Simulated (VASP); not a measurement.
# KI in VASP: notebook

KI is run at these levels: HSE06; tasks: single point.

Program: VASP 6.6.1. These are calculated values, not measurements. Logs are shortened: lines on timing, memory, paths and dates and some standing lists are left out, and cuts for length are marked.

## (1) The cell of the first run

It takes space group I4/mmm (No. 139, tetragonal). The conventional cell has a = 5.012 Å, b = 5.012 Å, c = 6.947 Å, α = 90.00°, β = 90.00°, γ = 90.00°. Within 4.6 Å of K (site symmetry 4/mmm) lie 6 I at 3.47 to 3.54 Å. I (site symmetry 4/mmm) has 6 K at 3.47 to 3.54 Å within 4.6 Å.

## (2) Single point, HSE06 (uniaxial x strain -2.0%)

POSCAR

```
KI
1.0
    0.0000000000      3.5442842164      3.5442842164
    3.4733985321      0.0000000000      3.5442842164
    3.4733985321      3.5442842164      0.0000000000
K I
1 1
Direct
    0.0000000000      0.0000000000      0.0000000000
    0.5000000000      0.5000000000      0.5000000000
```

INCAR.step1

```
ALGO     = Normal         # electronic algorithm
EDIFF    = 1E-5           # SCF threshold, eV
ENCUT    = 520            # plane-wave cutoff, eV
GGA      = PE             # functional
ISIF     = 2              # what is computed and relaxed
ISMEAR   = 0              # smearing method
LASPH    = True           # aspherical terms in the spheres
LREAL    = False          # projectors in reciprocal space
LWAVE    = True           # write WAVECAR
NBANDS   = 15             # bands
NELM     = 80             # most SCF steps
PREC     = Accurate       # precision mode
SIGMA    = 0.01           # smearing width, eV
```

INCAR.step2

```
ALGO     = Normal         # electronic algorithm
EDIFF    = 1E-7           # SCF threshold, eV
ENCUT    = 520            # plane-wave cutoff, eV
GGA      = PE             # functional
HFSCREEN = 0.2079         # screening, 1/A
ISIF     = 2              # what is computed and relaxed
ISMEAR   = 0              # smearing method
ISTART   = 1            
LASPH    = True           # aspherical terms in the spheres
LCHARG   = True           # write CHGCAR
LELF     = True           # ELF
LHFCALC  = True           # exact exchange
LREAL    = False          # projectors in reciprocal space
LVHAR    = True         
LWAVE    = False          # write WAVECAR
NBANDS   = 15             # bands
NELM     = 80             # most SCF steps
PREC     = Accurate       # precision mode
PRECFOCK = Normal       
SIGMA    = 0.01           # smearing width, eV
```

KPOINTS

```
k-points
0
Gamma
  4 4 4
```

Potentials or basis: VASP PAW PBE potentials, release 64 (K_sv, I).

Run with:

```console
$ cat potpaw_PBE.64/K_sv/POTCAR potpaw_PBE.64/I/POTCAR > POTCAR
$ cp INCAR.step1 INCAR
$ mpirun -np 1 vasp_std > vasp.out
$ cp INCAR.step2 INCAR
$ mpirun -np 1 vasp_std > vasp.out
```

OUTCAR:

```text
EDIFF = 1E-7
   ENCUT = 520
   GGA = PE
   HFSCREEN = 0.2079
   ISIF = 2
   ISMEAR = 0
   ISTART = 1
   LASPH = True
   LHFCALC = True
   LREAL = False
   NELM = 80
   PREC = Accurate
   PRECFOCK = Normal

 ion  position               nearest neighbor table
   1  0.000  0.000  0.000-   2 3.47   2 3.47   2 3.54   2 3.54   2 3.54   2 3.54
   2  0.500  0.500  0.500-   1 3.47   1 3.47   1 3.54   1 3.54   1 3.54   1 3.54

  LATTYP: Found a body centered tetragonal cell.
 ALAT       =     5.0123748077
 C/A-ratio  =     1.3859292911

  Lattice vectors:

 A1 = (  -3.4733985321,   0.0000000000,  -3.5442842164)
 A2 = (  -3.4733985321,   0.0000000000,   3.5442842164)
 A3 = (   3.4733985321,   3.5442842164,   0.0000000000)

Analysis of symmetry for initial positions (statically):
=====================================================================
 Subroutine PRICEL returns:
 Original cell was already a primitive cell.

 Routine SETGRP: Setting up the symmetry group for a
 body centered tetragonal supercell.

 Subroutine GETGRP returns: Found 16 space group operations
 (whereof 16 operations were pure point group operations)
 out of a pool of 16 trial point group operations.

The static configuration has the point symmetry D_4h.

Analysis of symmetry for dynamics (positions and initial velocities):
=====================================================================
 Subroutine PRICEL returns:
 Original cell was already a primitive cell.

 Routine SETGRP: Setting up the symmetry group for a
 body centered tetragonal supercell.

 Subroutine GETGRP returns: Found 16 space group operations
 (whereof 16 operations were pure point group operations)
 out of a pool of 16 trial point group operations.

The dynamic configuration has the point symmetry D_4h.

 Subroutine INISYM returns: Found 16 space group operations
 (whereof 16 operations are pure point group operations),
 and found     1 'primitive' translations

----------------------------------------------------------------------------------------

                                     Primitive cell

  volume of cell :      87.2653

  direct lattice vectors                    reciprocal lattice vectors
     0.000000000  3.544284216  3.544284216    -0.143951233  0.141072208  0.141072208
     3.473398532  0.000000000  3.544284216     0.143951233 -0.141072208  0.141072208
     3.473398532  3.544284216  0.000000000     0.143951233  0.141072208 -0.141072208

  length of vectors
     5.012374808  4.962504203  4.962504203     0.246017668  0.246017668  0.246017668

[... 88 lines left out ...]
     AMIX_MAG =   1.60;   BMIX_MAG =  1.00
  volume/ion in A,a.u.               =      43.63       294.45
  Fermi-wavevector in a.u.,A,eV,Ry     =   0.930039  1.757518 11.768653  0.864972
  Thomas-Fermi vector in A             =   2.056385
   LORBIT       =      0    0 simple, 1 ext, 2 COOP (PROOUT), +10 PAW based schemes
   GGA     = PE    functional components
   LHFCALC =     T    Hartree Fock is set to
   PRECFOCK=normal    Normal, Fast or Accurate (Low or Medium for compatibility)
   ENCUT4O =  -1.0   cutoff for four orbital integrals eV
   NKREDX  =     1    reduce k-point grid by
   NKREDY  =     1    reduce k-point grid by
   NKREDZ  =     1    reduce k-point grid by
   AEXX    =    0.2500 exact exchange contribution
   HFSCREEN=    0.2079 screening length (either q_TF or 0.3 A-1)
   HFSCREENC=   0.2079 screening length for correlation (either q_TF or 0.3 A-1)
   ENCUTFOCK=  -1.0 apply spherical cutoff to Coloumb kernel
   IVDW    =     0    specifies the selected vdW correction
   LEPSILON=     F    determine dielectric tensor
   LRPA    =     F    only Hartree local field effects (RPA)
 non-spin polarized calculation
 Gauss-broadening in eV      SIGMA  =   0.01
  energy-cutoff  :      520.00
  volume of cell :       87.27
 maximum number of plane-waves:      2365
 NGX is ok and might be reduce to    40
  NGX = 28; NGY = 28; NGZ = 28

 number of electron      15.9999999 magnetization

 Free energy of the ion-electron system (eV)
  ---------------------------------------------------
  ext. energy  EPLUGINS =         0.00000000
  ---------------------------------------------------
  free energy    TOTEN  =        -6.39533321 eV

  energy without entropy =       -6.39533321  energy(sigma->0) =       -6.39533321

 E-fermi :  -1.0450     XC(G=0):  -6.0747

 val. band max:       -1.0867515061   @ k =   0.0000   0.0000   0.0000
 cond. band min:       3.8903887117   @ k =   0.0000   0.0000   0.0000
 fundamental gap:      4.9771402178
 Fermi energy:        -1.0450467024

 k-point     1 :       0.0000    0.0000    0.0000
  band No.  band energies     occupation
      1     -31.8992      2.00000
      2     -14.0357      2.00000
      3     -14.0330      2.00000
      4     -14.0330      2.00000
      5     -12.4988      2.00000
      6      -1.0905      2.00000
      7      -1.0905      2.00000
      8      -1.0868      2.00000
      9       3.8904      0.00000
     10       6.5101      0.00000
     11       6.5101      0.00000
     12       6.6351      0.00000
     13       7.3465      0.00000
     14       7.4435      0.00000
[... 203 lines left out ...]
      2     -14.0863      2.00000
      3     -14.0545      2.00000
      4     -14.0545      2.00000
      5     -12.3210      2.00000
      6      -2.1615      2.00000
      7      -1.5139      2.00000
      8      -1.5139      2.00000
      9       4.8183      0.00000
     10       5.7774      0.00000
     11       8.4329      0.00000
     12       8.9345      0.00000
     13       9.1327      0.00000
     14      10.0659      0.00000
     15      10.0659      0.00000

------------------------ aborting loop because EDIFF is reached ----------------------------------------

  FORCE on cell =-STRESS in cart. coord.  units (eV):
  Direction    XX          YY          ZZ          XY          YZ          ZX
  --------------------------------------------------------------------------------------
  -------------------------------------------------------------------------------------
  Total        0.5237109      0.2024159      0.2024159      0.0000000      0.0000000     -0.0000000
  in kB        9.6152479      3.7163238      3.7163238      0.0000000      0.0000000     -0.0000000
  external PRESSURE =       5.6826318 kB  Pullay stress =       0.0000000 kB

 VOLUME and BASIS-vectors are now :
 -----------------------------------------------------------------------------
  energy-cutoff  :      520.00
  volume of cell :       87.27
      direct lattice vectors                 reciprocal lattice vectors
     0.000000000  3.544284216  3.544284216    -0.143951233  0.141072208  0.141072208
     3.473398532  0.000000000  3.544284216     0.143951233 -0.141072208  0.141072208
     3.473398532  3.544284216  0.000000000     0.143951233  0.141072208 -0.141072208

 POSITION                                       TOTAL-FORCE (eV/Angst)
 -----------------------------------------------------------------------------------
      0.00000      0.00000      0.00000        -0.000000      0.000000      0.000000
      3.47340      3.54428      3.54428         0.000000      0.000000      0.000000
 -----------------------------------------------------------------------------------
    total drift:                                0.000000     -0.000000     -0.000000

  FREE ENERGIE OF THE ION-ELECTRON SYSTEM (eV)
  ---------------------------------------------------
  free  energy   TOTEN  =        -6.3953332108 eV

  energy  without entropy=       -6.3953332108  energy(sigma->0) =       -6.39533321
```

Wall time 25 min (1 thread of Intel Xeon Platinum 8175M at 2.50GHz (Skylake/Cascade Lake), shared host); peak memory 0.35 GiB.

What came out:

```yaml
Free_energy: -6.3953 eV
Pressure: 0.6 GPa
Band_gap_on_the_k_mesh: 4.98 eV
```

Stress tensor (GPa, compression positive):
```
0.96 0.00 0.00
0.00 0.37 0.00
0.00 0.00 0.37
```

Caveat: the cell differs from its parent crystal (uniaxial x strain -2.0%); the PAW data sets were made with another functional, which shifts forces and pressure a little; spin-orbit coupling is left out, which moves the levels of the heavy elements.

## (3) Single point, HSE06 (uniaxial z strain -1.5%)

POSCAR

```
KI
1.0
    0.0000000000      3.5442842164      3.4911199532
    3.5442842164      0.0000000000      3.4911199532
    3.5442842164      3.5442842164      0.0000000000
K I
1 1
Direct
    0.0000000000      0.0000000000      0.0000000000
    0.5000000000      0.5000000000      0.5000000000
```

INCAR.step1

```
ALGO = Normal
EDIFF = 1E-5
ENCUT = 520
GGA = PE
ISIF = 2
ISMEAR = 0
LASPH = True
LCHARG = False
LREAL = False
LWAVE = True
NBANDS = 15
NELM = 60
PREC = Accurate
SIGMA = 0.01
```

INCAR.step2

```
ALGO = Normal
EDIFF = 1E-6
ENCUT = 520
GGA = PE
HFSCREEN = 0.2079
ISIF = 2
ISMEAR = 0
ISTART = 1
LASPH = True
LCHARG = False
LHFCALC = True
LREAL = False
LWAVE = False
NBANDS = 15
NELM = 60
PREC = Accurate
PRECFOCK = Normal
SIGMA = 0.01
```

KPOINTS is that of step 2.

Potentials or basis: VASP PAW PBE potentials, release 64 (K_sv, I).

Run with:

```console
$ cat potpaw_PBE.64/K_sv/POTCAR potpaw_PBE.64/I/POTCAR > POTCAR
$ cp INCAR.step1 INCAR
$ mpirun -np 1 vasp_std > vasp.out
$ cp INCAR.step2 INCAR
$ mpirun -np 1 vasp_std > vasp.out
```

It took 20 min on 1 thread of Intel Xeon Platinum 8175M at 2.50GHz (Skylake/Cascade Lake), shared host; peak memory 0.36 GiB.

The run converged. Its results:

| Quantity | Value |
| --- | --- |
| Free energy | -6.3978 eV |
| Pressure | 0.5 GPa |
| Band gap on the k mesh | 4.97 eV |

Stress tensor (GPa, compression positive):
```
0.35 0.00 0.00
0.00 0.35 0.00
0.00 0.00 0.78
```

Levels at points of the mesh, in eV from the valence-band top:
| k point | band 4 | band 5 | band 6 | band 7 | band 8 | band 9 | band 10 | band 11 | band 12 | band 13 |
| --- | --- | --- | --- | --- | --- | --- | --- | --- | --- | --- |
| (0.00, 0.00, 0.00) | -12.95 | -11.40 | 0.00 | 0.00 | 0.00 | 4.97 | 7.61 | 7.61 | 7.70 | 8.45 |
| (0.50, 0.00, 0.00) | -12.95 | -11.08 | -1.41 | -0.36 | -0.35 | 6.50 | 8.93 | 9.19 | 9.31 | 10.13 |
| (0.50, 0.50, 0.00) | -12.97 | -11.23 | -1.07 | -0.42 | -0.42 | 5.92 | 6.85 | 9.51 | 9.98 | 10.20 |
| (0.50, 0.00, 0.50) | -12.97 | -11.23 | -1.09 | -0.40 | -0.38 | 5.94 | 6.85 | 9.47 | 9.92 | 10.19 |

Caveat: the cell differs from its parent crystal (uniaxial z strain -1.5%); the PAW data sets were made with another functional, which shifts forces and pressure a little; spin-orbit coupling is left out, which moves the levels of the heavy elements.

## (4) Single point, HSE06 (epitaxial 111 strain +1.0%)

POSCAR

```
KI
1.0
   -0.0472391067      3.5324879519      3.5324879519
    3.5324879519     -0.0472391067      3.5324879519
    3.5324879519      3.5324879519     -0.0472391067
K I
1 1
Direct
    0.0000000000      0.0000000000      0.0000000000
    0.5000000000      0.5000000000      0.5000000000
```

INCAR.step1

```
ALGO     = Normal         # electronic algorithm
EDIFF    = 1E-5           # SCF threshold, eV
ENCUT    = 520            # plane-wave cutoff, eV
GGA      = PE             # functional
ISIF     = 2              # what is computed and relaxed
ISMEAR   = 0              # smearing method
LASPH    = T              # aspherical terms in the spheres
LCHARG   = F              # write CHGCAR
LREAL    = F              # projectors in reciprocal space
LWAVE    = T              # write WAVECAR
NBANDS   = 15             # bands
NELM     = 60             # most SCF steps
PREC     = Accurate       # precision mode
SIGMA    = 0.01           # smearing width, eV
```

INCAR.step2

```
ALGO     = Normal         # electronic algorithm
EDIFF    = 1E-6           # SCF threshold, eV
ENCUT    = 520            # plane-wave cutoff, eV
GGA      = PE             # functional
HFSCREEN = 0.2079         # screening, 1/A
ISIF     = 2              # what is computed and relaxed
ISMEAR   = 0              # smearing method
ISTART   = 1            
LASPH    = T              # aspherical terms in the spheres
LCHARG   = F              # write CHGCAR
LHFCALC  = T              # exact exchange
LREAL    = F              # projectors in reciprocal space
LWAVE    = F              # write WAVECAR
NBANDS   = 15             # bands
NELM     = 60             # most SCF steps
PREC     = Accurate       # precision mode
PRECFOCK = Normal       
SIGMA    = 0.01           # smearing width, eV
```

KPOINTS is that of step 3.

Run with:

```console
$ cat potpaw_PBE.64/K_sv/POTCAR potpaw_PBE.64/I/POTCAR > POTCAR
$ cp INCAR.step1 INCAR
$ mpirun -np 1 vasp_std > vasp.out
$ cp INCAR.step2 INCAR
$ mpirun -np 1 vasp_std > vasp.out
```

It took 21 min on 1 thread of Intel Xeon Platinum 8175M at 2.50GHz (Skylake/Cascade Lake), shared host; peak memory 0.36 GiB.

Results (log left out):

| Quantity | Value |
| --- | --- |
| Free energy | -6.4031 eV |
| Pressure | 0.2 GPa |
| Band gap on the k mesh | 4.87 eV |

Levels at points of the mesh, in eV from the valence-band top:
```csv
k point,band 5,band 6,band 7,band 8,band 9,band 10,band 11,band 12
"(0.00, 0.00, 0.00)",-11.39,-0.05,-0.05,0.00,4.87,7.56,7.56,7.72
"(0.50, 0.00, 0.00)",-11.11,-1.38,-0.37,-0.33,6.44,8.78,9.12,9.25
"(0.50, 0.50, 0.00)",-11.24,-1.07,-0.44,-0.39,5.93,6.75,9.41,9.77
"(0.50, 0.50, 0.50)",-11.10,-1.37,-0.40,-0.40,6.41,8.87,9.10,9.10
```

Caveat: the cell differs from its parent crystal (epitaxial 111 strain +1.0%); the PAW data sets were made with another functional, which shifts forces and pressure a little; spin-orbit coupling is left out, which moves the levels of the heavy elements.

## (5) Summary

```csv
cell,gap on the mesh (eV),pressure (GPa)
"a = 5.012, b = 4.963, c = 4.963 Å, angles 60.7, 59.7, 59.7°, 2 atoms",4.98,0.6
"a = 4.975, b = 4.975, c = 5.012 Å, angles 59.8, 59.8, 60.5°, 2 atoms",4.97,0.5
"a = 4.996 Å, angles 60.9°, 2 atoms",4.87,0.2
```

Alike in all rows: task single point; level HSE06; potentials or basis VASP PAW PBE potentials, release 64 (K_sv, I); no spin polarisation; k mesh 4 × 4 × 4; cutoff (eV) 520; smearing gaussian 0.01 eV.

Caveats: the PAW data sets were made with another functional, which shifts forces and pressure a little; spin-orbit coupling is left out, which moves the levels of the heavy elements.

Absolute energies hang on the potentials; compare differences alone.
